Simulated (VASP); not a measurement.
# Mg (I4/mmm) in VASP: further runs, part 2 of 2

VASP 6.6.1. The steps go on from the part before.

**3. Single point, PBE**

This run uses another cell than the first one, of 23.90 Å³/atom, 1.009 times its volume.

File INCAR:

```
PREC = Accurate ; ENCUT = 520
EDIFF = 1E-7 ; ISMEAR = 0
SIGMA = 0.15 ; LREAL = F
LASPH = T ; NELM = 80
ALGO = Normal ; ISIF = 2
LWAVE = F ; LCHARG = F
GGA = PE ; NBANDS = 7
```

File KPOINTS:

```
regular mesh
0
Gamma
  18 18 18
```

File POSCAR:

```
Mg
1.0
   -1.8355548414      1.8355548414      1.7730500000
    1.8355548414     -1.8355548414      1.7730500000
    1.8355548414      1.8355548414     -1.7730500000
Mg
1
Direct
    0.0000000000      0.0000000000      0.0000000000
```

Potentials or basis: VASP PAW PBE potentials, release 64 (Mg).

Launch:

```console
$ cat potpaw_PBE.64/Mg/POTCAR > POTCAR
$ mpirun -np 1 vasp_std > vasp.out
```

OUTCAR:

```text
PREC = Accurate
   ENCUT = 520
   EDIFF = 1E-7
   ISMEAR = 0
   LREAL = F
   LASPH = T
   NELM = 80
   ISIF = 2
   GGA = PE

 ion  position               nearest neighbor table
   1  0.000  0.000  0.000-

  LATTYP: Found a body centered tetragonal cell.
 ALAT       =     3.6711096828
 C/A-ratio  =     0.9659477124

  Lattice vectors:

 A1 = (  -1.8355548414,   1.8355548414,   1.7730500000)
 A2 = (   1.8355548414,  -1.8355548414,   1.7730500000)
 A3 = (   1.8355548414,   1.8355548414,  -1.7730500000)

Analysis of symmetry for initial positions (statically):
=====================================================================
 Subroutine PRICEL returns:
 Original cell was already a primitive cell.

 Routine SETGRP: Setting up the symmetry group for a
 body centered tetragonal supercell.

 Subroutine GETGRP returns: Found 16 space group operations
 (whereof 16 operations were pure point group operations)
 out of a pool of 16 trial point group operations.

The static configuration has the point symmetry D_4h.

Analysis of symmetry for dynamics (positions and initial velocities):
=====================================================================
 Subroutine PRICEL returns:
 Original cell was already a primitive cell.

 Routine SETGRP: Setting up the symmetry group for a
 body centered tetragonal supercell.

 Subroutine GETGRP returns: Found 16 space group operations
 (whereof 16 operations were pure point group operations)
 out of a pool of 16 trial point group operations.

The dynamic configuration has the point symmetry D_4h.

 Subroutine INISYM returns: Found 16 space group operations
 (whereof 16 operations are pure point group operations),
 and found     1 'primitive' translations

----------------------------------------------------------------------------------------

                                     Primitive cell

  volume of cell :      23.8955

  direct lattice vectors                    reciprocal lattice vectors
    -1.835554841  1.835554841  1.773050000     0.000000000  0.272397200  0.281999944
     1.835554841 -1.835554841  1.773050000     0.272397200  0.000000000  0.281999944
     1.835554841  1.835554841 -1.773050000     0.272397200  0.272397200  0.000000000

  length of vectors
     3.143601351  3.143601351  3.143601351     0.392076782  0.392076782  0.385227815

  position of ions in fractional coordinates (direct lattice)
     0.000000000  0.000000000  0.000000000

  ion indices of the primitive-cell ions
   primitive index   ion index
                 1           1

----------------------------------------------------------------------------------------

 KPOINTS: regular mesh

Automatic generation of k-mesh.
 Grid dimensions read from file:
 generate k-points for:   18   18   18

 Generating k-lattice:

  Cartesian coordinates                     Fractional coordinates (reciprocal lattice)
     0.000000000  0.015133178  0.015666664     0.055555556  0.000000000 -0.000000000
     0.015133178  0.000000000  0.015666664     0.000000000  0.055555556 -0.000000000
     0.015133178  0.015133178  0.000000000     0.000000000  0.000000000  0.055555556

  Length of vectors
     0.021782043  0.021782043  0.021401545

  Shift w.r.t. Gamma in fractional coordinates (k-lattice)
     0.000000000  0.000000000  0.000000000

 Subroutine IBZKPT returns following result:
 ===========================================

 Found    480 irreducible k-points:

 Following reciprocal coordinates:
            Coordinates               Weight
  0.000000  0.000000  0.000000      1.000000
  0.055556 -0.000000  0.000000      8.000000
  0.111111 -0.000000  0.000000      8.000000
  0.166667  0.000000  0.000000      8.000000
  0.222222  0.000000 -0.000000      8.000000
  0.277778  0.000000  0.000000      8.000000
[... 16 lines left out ...]
 -0.277778  0.055556  0.000000     16.000000
 -0.222222  0.055556  0.000000     16.000000
 [... further k-points ...]
   k-points           NKPTS =    480   k-points in BZ     NKDIM =    480   number of bands    NBANDS=      7
   number of dos      NEDOS =    301   number of ions     NIONS =      1
   total plane-waves  NPLWV =  13824
   dimension x,y,z NGX =    24 NGY =   24 NGZ =   24
   dimension x,y,z NGXF=    48 NGYF=   48 NGZF=   48
   ions per type =               1
   NGX,Y,Z   is equivalent  to a cutoff of  12.69, 12.69, 12.69 a.u.
   NGXF,Y,Z  is equivalent  to a cutoff of  25.38, 25.38, 25.38 a.u.
 SYSTEM =  unknown system
   PREC   = accura    normal or accurate (medium, high low for compatibility)
   ISTART =      0    job   : 0-new  1-cont  2-samecut
   ICHARG =      2    charge: 1-file 2-atom 10-const
   ISPIN  =      1    spin polarized calculation?
   LNONCOLLINEAR =      F non collinear calculations
   LSORBIT =      F    spin-orbit coupling
   LASPH  =      T    aspherical Exc in radial PAW
   ENCUT  =  520.0 eV  38.22 Ry    6.18 a.u.   5.85  5.85  5.85*2*pi/ulx,y,z
   NELM   =     80;   NELMIN=  2; NELMDL= -5     # of ELM steps
   EDIFF  = 0.1E-06   stopping-criterion for ELM
   LREAL  =      F    real-space projection
   EDIFFG = 0.1E-05   stopping-criterion for IOM
   NSW    =      0    number of steps for IOM
   IBRION =     -1    ionic relax: 0-MD 1-quasi-New 2-CG
   NFREE  =      0    steps in history (QN), initial steepest desc. (CG)
   ISIF   =      2    stress and relaxation
   ISYM   =      2    0-nonsym 1-usesym 2-fastsym
   POTIM  = 0.5000    time-step for ionic-motion
   TEBEG  =    0.0;   TEEND  =   0.0 temperature during run
   PSTRESS=    0.0 pullay stress
   NELECT =       2.0000    total number of electrons
   NUPDOWN=      -1.0000    fix difference up-down
   EMIN   =  10.00;   EMAX   =-10.00  energy-range for DOS
   EFERMI =   0.00;   METHOD = LEGACY
   ISMEAR =     0;   SIGMA  =   0.15  broadening in eV -4-tet -1-fermi 0-gaus
   EFERMI_NEDOS =   21; number of points for ismear=-14 and -15
   IALGO  =     38    algorithm
   IMIX   =      4    mixing-type and parameters
     AMIX     =   0.40;   BMIX     =  1.00
     AMIX_MAG =   1.60;   BMIX_MAG =  1.00
  volume/ion in A,a.u.               =      23.90       161.25
  Fermi-wavevector in a.u.,A,eV,Ry     =   0.716110  1.353251  6.977247  0.512813
  Thomas-Fermi vector in A             =   1.804445
   LORBIT       =      0    0 simple, 1 ext, 2 COOP (PROOUT), +10 PAW based schemes
   GGA     = PE    functional components
   LHFCALC =     F    Hartree Fock is set to
   AEXX    =    0.0000 exact exchange contribution
   IVDW    =     0    specifies the selected vdW correction
   LEPSILON=     F    determine dielectric tensor
   LRPA    =     F    only Hartree local field effects (RPA)
 non-spin polarized calculation
 Gauss-broadening in eV      SIGMA  =   0.15
  energy-cutoff  :      520.00
  volume of cell :       23.90
 maximum number of plane-waves:       662
   NGX = 11   NGY = 11   NGZ = 11

 number of electron       2.0000000 magnetization

 Free energy of the ion-electron system (eV)
  ---------------------------------------------------
  ext. energy  EPLUGINS =         0.00000000
  ---------------------------------------------------
  free energy    TOTEN  =        -1.47491008 eV

  energy without entropy =       -1.47009147  energy(sigma->0) =       -1.47250077

 E-fermi :   2.4510     XC(G=0):  -8.3715

 val. band max:        2.4324797186   @ k =   0.5000   0.5000   0.2222
 cond. band min:       2.4585872720   @ k =   0.3333   0.2778   0.0556
 fundamental gap:      0.0261075535
 Fermi energy:         2.4509898006

 k-point     1 :       0.0000    0.0000    0.0000
  band No.  band energies     occupation
      1      -4.3297      2.00000
      2      14.7536      0.00000
      3      15.4316      0.00000
      4      15.4316      0.00000
      5      16.7908      0.00000
      6      16.8121      0.00000
      7      16.8121      0.00000
[... 221 lines left out ...]
 k-point    24 :      -0.2222    0.0556    0.0000
  band No.  band energies     occupation
      1      -3.4126      2.00000
      2       9.9404      0.00000
      3      11.5879      0.00000
      4      13.1709      0.00000
      5      14.3453      0.00000
      6      15.9996      0.00000
      7      17.7131      0.00000

 [... further k-points ...]

------------------------ aborting loop because EDIFF is reached ----------------------------------------

  FORCE on cell =-STRESS in cart. coord.  units (eV):
  Direction    XX          YY          ZZ          XY          YZ          ZX
  --------------------------------------------------------------------------------------
  -------------------------------------------------------------------------------------
  Total       -0.2214432     -0.2214432     -0.2084430      0.0000000     -0.0000000      0.0000000
  in kB      -14.8476306    -14.8476306    -13.9759757      0.0000000     -0.0000000      0.0000000
  external PRESSURE =     -14.5570790 kB  Pullay stress =       0.0000000 kB

 VOLUME and BASIS-vectors are now :
 -----------------------------------------------------------------------------
  energy-cutoff  :      520.00
  volume of cell :       23.90
      direct lattice vectors                 reciprocal lattice vectors
    -1.835554841  1.835554841  1.773050000     0.000000000  0.272397200  0.281999944
     1.835554841 -1.835554841  1.773050000     0.272397200  0.000000000  0.281999944
     1.835554841  1.835554841 -1.773050000     0.272397200  0.272397200  0.000000000

 POSITION                                       TOTAL-FORCE (eV/Angst)
 -----------------------------------------------------------------------------------
      0.00000      0.00000      0.00000         0.000000     -0.000000     -0.000000
 -----------------------------------------------------------------------------------
    total drift:                                0.000000     -0.000000     -0.000000

  FREE ENERGIE OF THE ION-ELECTRON SYSTEM (eV)
  ---------------------------------------------------
  free  energy   TOTEN  =        -1.4749100840 eV

  energy  without entropy=       -1.4700914658  energy(sigma->0) =       -1.47250077
```

OSZICAR:

```text
N       E                     dE             d eps       ncg     rms          rms(c)
DAV:   1    -0.838759297733E+00   -0.83876E+00   -0.77586E+02  7252   0.194E+02
DAV:   2    -0.148055152187E+01   -0.64179E+00   -0.61942E+00  8694   0.107E+01
DAV:   3    -0.148313785914E+01   -0.25863E-02   -0.25844E-02  8687   0.760E-01
DAV:   4    -0.148314259784E+01   -0.47387E-05   -0.47391E-05  9415   0.240E-02
DAV:   5    -0.148314261629E+01   -0.18451E-07   -0.18247E-07  8673   0.993E-04    0.682E-01
DAV:   6    -0.147933912687E+01    0.38035E-02   -0.36494E-04  7420   0.135E-01    0.437E-01
DAV:   7    -0.147490221620E+01    0.44369E-02   -0.16713E-03  7000   0.241E-01    0.257E-02
DAV:   8    -0.147491092699E+01   -0.87108E-05   -0.96557E-06 10024   0.191E-02    0.593E-03
DAV:   9    -0.147491028229E+01    0.64470E-06   -0.77614E-07  7525   0.354E-03    0.425E-04
DAV:  10    -0.147491017418E+01    0.10811E-06   -0.46418E-09  7371   0.370E-04    0.188E-04
DAV:  11    -0.147491008397E+01    0.90218E-07   -0.50321E-10  3899   0.149E-04
   1 F= -.14749101E+01 E0= -.14725008E+01  d E =-.481862E-02
```

It took 15 s on 1 thread of Intel Xeon 6975P-C (Granite Rapids), shared host; peak memory 0.2 GiB.

Results:

```
Free energy            : -1.4749 eV
Pressure               : -1.5 GPa
Band gap on the k mesh : zero (band 1 reaches 5.93 eV, above the bottom of band 2 at 1.36 eV)
```

Levels at points of the mesh, in eV from the Fermi level:
```tsv
k point	band 1	band 2	band 3	band 4
(0.00, 0.00, 0.00)	-6.78	12.30	12.98	12.98
(0.50, 0.00, 0.00)	-1.38	-0.84	8.29	8.84
(0.50, 0.50, 0.00)	-1.53	-1.09	8.88	9.40
(0.50, 0.50, 0.50)	3.47	3.47	3.82	4.10
```
